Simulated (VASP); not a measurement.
# TiO2 (P4_2/mnm) in VASP: notebook

Runs on TiO2. Level: PBE. Tasks: single point.

All numbers are computed with VASP 6.6.1; they aren't measurements. Logs are shortened: lines on timing, memory, paths and dates and some standing lists are left out, and cuts for length are marked.

## Step 1: The cell of the first run

It takes space group P4_2/mnm (No. 136, tetragonal). The conventional cell has a = 4.500 Å, b = 4.500 Å, c = 2.899 Å, α = 90.00°, β = 90.00°, γ = 90.00°. Within 2.5 Å of Ti (site symmetry mmm) lie 6 O at 1.90 to 1.95 Å. O (site symmetry m2m) has 3 Ti at 1.90 to 1.95 Å and 1 O at 2.47 Å within 2.5 Å.

## Step 2: Single point, PBE (9.78 Å³/atom)

Input file INCAR:

```
SYSTEM = TiO2
PREC = Accurate
ENCUT = 520
EDIFF = 1E-7
ISMEAR = -1
SIGMA = 0.05
LREAL = .FALSE.
LASPH = .TRUE.
NELM = 100
ALGO = Normal
ISIF = 2
LWAVE = .FALSE.
LCHARG = .FALSE.
GGA = PE
NBANDS = 33
```

Input file KPOINTS:

```
Automatic mesh
0
G
  7 7 10
  0 0 0
```

Input file POSCAR:

```
TiO2
1.0
    4.5002185834      0.0000000000      0.0000000000
    0.0000000000      4.5002185834      0.0000000000
    0.0000000000      0.0000000000      2.8985952957
Ti O
2 4
Direct
    0.0000000000      0.0000000000      0.0000000000
    0.5000000000      0.5000000000      0.5000000000
    0.3060000000      0.3060000000      0.0000000000
    0.1940000000      0.8060000000      0.5000000000
    0.6940000000      0.6940000000      0.0000000000
    0.8060000000      0.1940000000      0.5000000000
```

Potentials or basis: VASP PAW PBE potentials, release 64 (Ti_sv, O).

The run is started by

```bash
$ cat potpaw_PBE.64/Ti_sv/POTCAR potpaw_PBE.64/O/POTCAR > POTCAR
$ mpirun -np 1 vasp_std > vasp.out
```

OUTCAR:

```text
SYSTEM = TiO2
   PREC = Accurate
   ENCUT = 520
   EDIFF = 1E-7
   ISMEAR = -1
   LREAL = .FALSE.
   LASPH = .TRUE.
   NELM = 100
   ISIF = 2
   GGA = PE

 ion  position               nearest neighbor table
   1  0.000  0.000  0.000-   4 1.90   6 1.90   4 1.90   6 1.90   5 1.95   3 1.95
   2  0.500  0.500  0.500-   3 1.90   5 1.90   3 1.90   5 1.90   4 1.95   6 1.95
   3  0.306  0.306  0.000-   2 1.90   2 1.90   1 1.95
   4  0.194  0.806  0.500-   1 1.90   1 1.90   2 1.95
   5  0.694  0.694  0.000-   2 1.90   2 1.90   1 1.95
   6  0.806  0.194  0.500-   1 1.90   1 1.90   2 1.95

  LATTYP: Found a simple tetragonal cell.
 ALAT       =     4.5002185834
 C/A-ratio  =     0.6441010013

  Lattice vectors:

 A1 = (   4.5002185834,   0.0000000000,   0.0000000000)
 A2 = (   0.0000000000,   4.5002185834,   0.0000000000)
 A3 = (   0.0000000000,   0.0000000000,   2.8985952957)

Analysis of symmetry for initial positions (statically):
=====================================================================
 Subroutine PRICEL returns:
 Original cell was already a primitive cell.

 Routine SETGRP: Setting up the symmetry group for a
 simple tetragonal supercell.

 Subroutine GETGRP returns: Found 16 space group operations
 (whereof  8 operations were pure point group operations)
 out of a pool of 16 trial point group operations.

The static configuration has the point symmetry D_2h.
 The point group associated with its full space group is D_4h.

Analysis of symmetry for dynamics (positions and initial velocities):
=====================================================================
 Subroutine PRICEL returns:
 Original cell was already a primitive cell.

 Routine SETGRP: Setting up the symmetry group for a
 simple tetragonal supercell.

 Subroutine GETGRP returns: Found 16 space group operations
 (whereof  8 operations were pure point group operations)
 out of a pool of 16 trial point group operations.

The dynamic configuration has the point symmetry D_2h.
 The point group associated with its full space group is D_4h.

 Subroutine INISYM returns: Found 16 space group operations
 (whereof  8 operations are pure point group operations),
 and found     1 'primitive' translations

----------------------------------------------------------------------------------------

                                     Primitive cell

  volume of cell :      58.7023

  direct lattice vectors                    reciprocal lattice vectors
     4.500218583  0.000000000  0.000000000     0.222211429  0.000000000  0.000000000
     0.000000000  4.500218583  0.000000000     0.000000000  0.222211429  0.000000000
     0.000000000  0.000000000  2.898595296     0.000000000  0.000000000  0.344994695

  length of vectors
     4.500218583  4.500218583  2.898595296     0.222211429  0.222211429  0.344994695

  position of ions in fractional coordinates (direct lattice)
     0.000000000  0.000000000  0.000000000
     0.500000000  0.500000000  0.500000000
     0.306000000  0.306000000  0.000000000
     0.194000000  0.806000000  0.500000000
     0.694000000  0.694000000  0.000000000
     0.806000000  0.194000000  0.500000000

  ion indices of the primitive-cell ions
   primitive index   ion index
                 1           1
                 2           2
                 3           3
                 4           4
                 5           5
                 6           6

----------------------------------------------------------------------------------------

 KPOINTS: Automatic mesh

Automatic generation of k-mesh.
 Grid dimensions read from file:
 generate k-points for:    7    7   10

 Generating k-lattice:

  Cartesian coordinates                     Fractional coordinates (reciprocal lattice)
     0.031744490  0.000000000  0.000000000     0.142857143  0.000000000  0.000000000
     0.000000000  0.031744490  0.000000000     0.000000000  0.142857143  0.000000000
     0.000000000  0.000000000  0.034499470     0.000000000  0.000000000  0.100000000

  Length of vectors
     0.031744490  0.031744490  0.034499470

  Shift w.r.t. Gamma in fractional coordinates (k-lattice)
     0.000000000  0.000000000  0.000000000

 Subroutine IBZKPT returns following result:
 ===========================================

 Found     60 irreducible k-points:

 Following reciprocal coordinates:
            Coordinates               Weight
  0.000000  0.000000  0.000000      1.000000
  0.142857  0.000000  0.000000      4.000000
  0.285714  0.000000  0.000000      4.000000
  0.428571  0.000000  0.000000      4.000000
  0.142857  0.142857  0.000000      4.000000
  0.285714  0.142857  0.000000      8.000000
[... 16 lines left out ...]
  0.285714  0.000000  0.200000      8.000000
  0.428571  0.000000  0.200000      8.000000
 [... further k-points ...]
   k-points           NKPTS =     60   k-points in BZ     NKDIM =     60   number of bands    NBANDS=     33
   number of dos      NEDOS =    301   number of ions     NIONS =      6
   total plane-waves  NPLWV =  31104
   dimension x,y,z NGX =    36 NGY =   36 NGZ =   24
   dimension x,y,z NGXF=    72 NGYF=   72 NGZF=   48
   ions per type =               2   4
   NGX,Y,Z   is equivalent  to a cutoff of  13.30, 13.30, 13.76 a.u.
   NGXF,Y,Z  is equivalent  to a cutoff of  26.60, 26.60, 27.53 a.u.
 SYSTEM =  TiO2
   PREC   = accura    normal or accurate (medium, high low for compatibility)
   ISTART =      0    job   : 0-new  1-cont  2-samecut
   ICHARG =      2    charge: 1-file 2-atom 10-const
   ISPIN  =      1    spin polarized calculation?
   LNONCOLLINEAR =      F non collinear calculations
   LSORBIT =      F    spin-orbit coupling
   LASPH  =      T    aspherical Exc in radial PAW
   ENCUT  =  520.0 eV  38.22 Ry    6.18 a.u.   8.37  8.37  5.39*2*pi/ulx,y,z
   NELM   =    100;   NELMIN=  2; NELMDL= -5     # of ELM steps
   EDIFF  = 0.1E-06   stopping-criterion for ELM
   LREAL  =      F    real-space projection
   EDIFFG = 0.1E-05   stopping-criterion for IOM
   NSW    =      0    number of steps for IOM
   IBRION =     -1    ionic relax: 0-MD 1-quasi-New 2-CG
   NFREE  =      0    steps in history (QN), initial steepest desc. (CG)
   ISIF   =      2    stress and relaxation
   ISYM   =      2    0-nonsym 1-usesym 2-fastsym
   POTIM  = 0.5000    time-step for ionic-motion
   TEBEG  =    0.0;   TEEND  =   0.0 temperature during run
   PSTRESS=    0.0 pullay stress
   NELECT =      48.0000    total number of electrons
   NUPDOWN=      -1.0000    fix difference up-down
   EMIN   =  10.00;   EMAX   =-10.00  energy-range for DOS
   EFERMI =   0.00;   METHOD = LEGACY
   ISMEAR =    -1;   SIGMA  =   0.05  broadening in eV -4-tet -1-fermi 0-gaus
   EFERMI_NEDOS =   21; number of points for ismear=-14 and -15
   IALGO  =     38    algorithm
   IMIX   =      4    mixing-type and parameters
     AMIX     =   0.40;   BMIX     =  1.00
     AMIX_MAG =   1.60;   BMIX_MAG =  1.00
  volume/ion in A,a.u.               =       9.78        66.02
  Fermi-wavevector in a.u.,A,eV,Ry     =   1.530865  2.892916 31.885914  2.343549
  Thomas-Fermi vector in A             =   2.638289
   LORBIT       =      0    0 simple, 1 ext, 2 COOP (PROOUT), +10 PAW based schemes
   GGA     = PE    functional components
   LHFCALC =     F    Hartree Fock is set to
   AEXX    =    0.0000 exact exchange contribution
   IVDW    =     0    specifies the selected vdW correction
   LEPSILON=     F    determine dielectric tensor
   LRPA    =     F    only Hartree local field effects (RPA)
 non-spin polarized calculation
  energy-cutoff  :      520.00
  volume of cell :       58.70
 maximum number of plane-waves:      1596
 NGX is ok and might be reduce to    36
   NGX = 17   NGY = 17   NGZ = 11

 number of electron      47.9999991 magnetization

 Free energy of the ion-electron system (eV)
  ---------------------------------------------------
  ext. energy  EPLUGINS =         0.00000000
  ---------------------------------------------------
  free energy    TOTEN  =       -53.29470049 eV

  energy without entropy =      -53.29470049  energy(sigma->0) =      -53.29470049

 E-fermi :   6.4966     XC(G=0): -11.7415

 val. band max:        5.4770733442   @ k =   0.0000   0.0000   0.0000
 cond. band min:       7.5406927500   @ k =   0.0000   0.0000   0.0000
 fundamental gap:      2.0636194057
 Fermi energy:         6.4965603176

 k-point     1 :       0.0000    0.0000    0.0000
  band No.  band energies     occupation
      1     -51.1919      2.00000
      2     -51.1679      2.00000
      3     -27.5709      2.00000
      4     -27.5709      2.00000
      5     -27.3528      2.00000
      6     -27.3528      2.00000
[... 25 lines left out ...]
     32      12.7521      0.00000
     33      12.7550      0.00000

 k-point     2 :       0.1429    0.0000    0.0000
  band No.  band energies     occupation
      1     -51.1907      2.00000
      2     -51.1691      2.00000
      3     -27.5625      2.00000
      4     -27.5616      2.00000
      5     -27.3634      2.00000
      6     -27.3624      2.00000
[... 25 lines left out ...]
     32      12.6749      0.00000
     33      12.6922      0.00000

 k-point     3 :       0.2857    0.0000    0.0000
  band No.  band energies     occupation
      1     -51.1873      2.00000
      2     -51.1724      2.00000
      3     -27.5392      2.00000
      4     -27.5364      2.00000
      5     -27.3914      2.00000
      6     -27.3885      2.00000
[... 25 lines left out ...]
     32      12.5007      0.00000
     33      12.5407      0.00000

 k-point     4 :       0.4286    0.0000    0.0000
  band No.  band energies     occupation
      1     -51.1825      2.00000
      2     -51.1772      2.00000
      3     -27.5099      2.00000
      4     -27.5073      2.00000
      5     -27.4228      2.00000
      6     -27.4200      2.00000
[... 25 lines left out ...]
     32      12.3709      0.00000
     33      12.4101      0.00000

 k-point     5 :       0.1429    0.1429    0.0000
  band No.  band energies     occupation
      1     -51.1896      2.00000
      2     -51.1702      2.00000
      3     -27.5742      2.00000
      4     -27.5350      2.00000
      5     -27.3919      2.00000
      6     -27.3509      2.00000
[... 604 lines left out ...]
 k-point    22 :       0.1429    0.0000    0.2000
  band No.  band energies     occupation
      1     -51.1702      2.00000
      2     -51.1527      2.00000
      3     -27.5245      2.00000
      4     -27.5099      2.00000
      5     -27.4840      2.00000
      6     -27.4713      2.00000
[... 25 lines left out ...]
     32      12.0489      0.00000
     33      12.2243      0.00000

 k-point    23 :       0.2857    0.0000    0.2000
  band No.  band energies     occupation
      1     -51.1674      2.00000
      2     -51.1554      2.00000
      3     -27.5279      2.00000
      4     -27.4973      2.00000
      5     -27.4781      2.00000
      6     -27.4602      2.00000
[... 25 lines left out ...]
     32      11.6753      0.00000
     33      12.1581      0.00000

 k-point    24 :       0.4286    0.0000    0.2000
  band No.  band energies     occupation
      1     -51.1635      2.00000
      2     -51.1592      2.00000
      3     -27.5213      2.00000
      4     -27.5075      2.00000
      5     -27.4595      2.00000
      6     -27.4459      2.00000
[... 25 lines left out ...]
     32      11.4205      0.00000
     33      12.3655      0.00000

 [... further k-points ...]

------------------------ aborting loop because EDIFF is reached ----------------------------------------

  FORCE on cell =-STRESS in cart. coord.  units (eV):
  Direction    XX          YY          ZZ          XY          YZ          ZX
  --------------------------------------------------------------------------------------
  -------------------------------------------------------------------------------------
  Total        8.1927511      8.1927511      9.8007505      0.0000000      0.0000000      0.0000000
  in kB      223.6070759    223.6070759    267.4946584      0.0000000      0.0000000      0.0000000
  external PRESSURE =     238.2362701 kB  Pullay stress =       0.0000000 kB

 VOLUME and BASIS-vectors are now :
 -----------------------------------------------------------------------------
  energy-cutoff  :      520.00
  volume of cell :       58.70
      direct lattice vectors                 reciprocal lattice vectors
     4.500218583  0.000000000  0.000000000     0.222211429  0.000000000  0.000000000
     0.000000000  4.500218583  0.000000000     0.000000000  0.222211429  0.000000000
     0.000000000  0.000000000  2.898595296     0.000000000  0.000000000  0.344994695

 POSITION                                       TOTAL-FORCE (eV/Angst)
 -----------------------------------------------------------------------------------
      0.00000      0.00000      0.00000         0.000000      0.000000      0.000000
      2.25011      2.25011      1.44930         0.000000      0.000000      0.000000
      1.37707      1.37707      0.00000        -0.447989     -0.447989     -0.000000
      0.87304      3.62718      1.44930         0.447989     -0.447989     -0.000000
      3.12315      3.12315      0.00000         0.447989      0.447989      0.000000
      3.62718      0.87304      1.44930        -0.447989      0.447989      0.000000
 -----------------------------------------------------------------------------------
    total drift:                               -0.000000      0.000000      0.000000

  FREE ENERGIE OF THE ION-ELECTRON SYSTEM (eV)
  ---------------------------------------------------
  free  energy   TOTEN  =       -53.2947004894 eV

  energy  without entropy=      -53.2947004893  energy(sigma->0) =      -53.29470049
```

Run time: 65 s. Hardware: 1 thread of Intel Xeon 6975P-C (Granite Rapids), shared host; peak memory 0.22 GiB.

Results:

```
Free energy            : -53.2947 eV
Pressure               : 23.8 GPa
Largest force          : 0.634 eV/Å
Band gap on the k mesh : 2.06 eV
```

Forces on the atoms (eV/Å):
```
Ti   0.000  0.000  0.000
Ti   0.000  0.000  0.000
O   -0.448 -0.448  0.000
O    0.448 -0.448  0.000
O    0.448  0.448  0.000
O   -0.448  0.448  0.000
```

Caveat: the cell stands under pressure. A k mesh can miss the band edges.

## Step 3: Single point, PBE (10.20 Å³/atom)

This run uses another cell than the first one, of 10.20 Å³/atom.

Input file INCAR:

```
SYSTEM = TiO2
PREC = Accurate
ENCUT = 520
EDIFF = 1E-6
ISMEAR = -1
SIGMA = 0.05
LREAL = .False.
LASPH = .True.
NELM = 80
ALGO = Normal
ISIF = 2
LWAVE = .False.
LCHARG = .True.
GGA = PE
LELF = .True.
LVHAR = .True.
NBANDS = 33
```

Input file KPOINTS:

```
regular mesh
0
Gamma
  7 7 10
  0 0 0
```

POSCAR: that of step 2 with these lines changed.

```diff
@@ -2,5 +2,5 @@
 1.0
-    4.5002185834      0.0000000000      0.0000000000
-    0.0000000000      4.5002185834      0.0000000000
-    0.0000000000      0.0000000000      2.8985952957
+    4.5631668562      0.0000000000      0.0000000000
+    0.0000000000      4.5631668562      0.0000000000
+    0.0000000000      0.0000000000      2.9391403412
 Ti O
```

Potentials or basis: VASP PAW PBE potentials, release 64 (Ti_sv, O).

The run is started by

```bash
$ cat potpaw_PBE.64/Ti_sv/POTCAR potpaw_PBE.64/O/POTCAR > POTCAR
$ mpirun -np 1 vasp_std > vasp.out
```

It took 55 s on 1 thread of Intel Xeon 6975P-C (Granite Rapids), shared host; peak memory 0.23 GiB.

The run converged. Its results:

| Item | Value |
| --- | --- |
| Free energy | -53.5702 eV |
| Pressure | 11.4 GPa |
| Largest force | 0.378 eV/Å |
| Band gap on the k mesh | 1.96 eV |

Forces in eV/Å, atoms in the order of the input:
```
Ti   0.000  0.000  0.000
Ti   0.000  0.000  0.000
O   -0.267 -0.267  0.000
O    0.267 -0.267  0.000
O    0.267  0.267  0.000
O   -0.267  0.267  0.000
```

Stress tensor (GPa, compression positive):
```
11.05  0.00  0.00
 0.00 11.05  0.00
 0.00  0.00 12.02
```

Levels at points of the mesh, in eV from the valence-band top:
```tsv
k point	band 21	band 22	band 23	band 24	band 25	band 26	band 27	band 28
(0.00, 0.00, 0.00)	-0.68	-0.42	-0.42	0.00	1.96	2.31	2.51	2.59
(0.00, 0.00, 0.50)	-2.40	-2.40	-1.43	-1.43	3.05	3.05	3.27	3.27
```

Caveat: the cell stands under pressure. A k mesh can miss the band edges.

## Step 4: Single point, PBE (10.51 Å³/atom)

This run uses another cell than the first one, of 10.51 Å³/atom.

Input file INCAR:

```
PREC = Accurate ; ENCUT = 520
EDIFF = 1E-6 ; ISMEAR = -1
SIGMA = 0.05 ; LREAL = F
LASPH = T ; NELM = 60
ALGO = Normal ; ISIF = 2
LWAVE = F ; LCHARG = T
GGA = PE ; LELF = T
LVHAR = T ; NBANDS = 33
```

Input file KPOINTS:

```
regular mesh
0
Gamma
  7 7 10
```

POSCAR: that of step 3 with these lines changed.

```diff
@@ -2,5 +2,5 @@
 1.0
-    4.5631668562      0.0000000000      0.0000000000
-    0.0000000000      4.5631668562      0.0000000000
-    0.0000000000      0.0000000000      2.9391403412
+    4.6092625706      0.0000000000      0.0000000000
+    0.0000000000      4.6092625706      0.0000000000
+    0.0000000000      0.0000000000      2.9688306370
 Ti O
```

The run is started by

```bash
$ cat potpaw_PBE.64/Ti_sv/POTCAR potpaw_PBE.64/O/POTCAR > POTCAR
$ mpirun -np 1 vasp_std > vasp.out
```

It took 54 s on 1 thread of Intel Xeon 6975P-C (Granite Rapids), shared host; peak memory 0.23 GiB.

The run converged. Its results:

```
Free energy            : -53.6601 eV
Pressure               : 3.6 GPa
Largest force          : 0.208 eV/Å
Band gap on the k mesh : 1.88 eV
```

Forces on the atoms (eV/Å):
```
Ti   0.000  0.000  0.000
Ti   0.000  0.000  0.000
O   -0.147 -0.147  0.000
O    0.147 -0.147  0.000
O    0.147  0.147  0.000
O   -0.147  0.147  0.000
```

Stress tensor (GPa, compression positive):
```
4.02 0.00 0.00
0.00 4.02 0.00
0.00 0.00 2.87
```

Levels at points of the mesh, in eV from the valence-band top:
```
           k point  band 20  band 21  band 22  band 23  band 24  band 25  band 26  band 27  band 28  band 29
(0.00, 0.00, 0.00)    -1.95    -0.69    -0.42    -0.42     0.00     1.88     2.21     2.41     2.48     2.48
(0.00, 0.00, 0.50)    -2.69    -2.29    -2.29    -1.41    -1.41     2.92     2.92     3.12     3.12     3.66
```

Caveat: the cell stands under pressure. A k mesh can miss the band edges.

(Continued in part 2 of 2.)
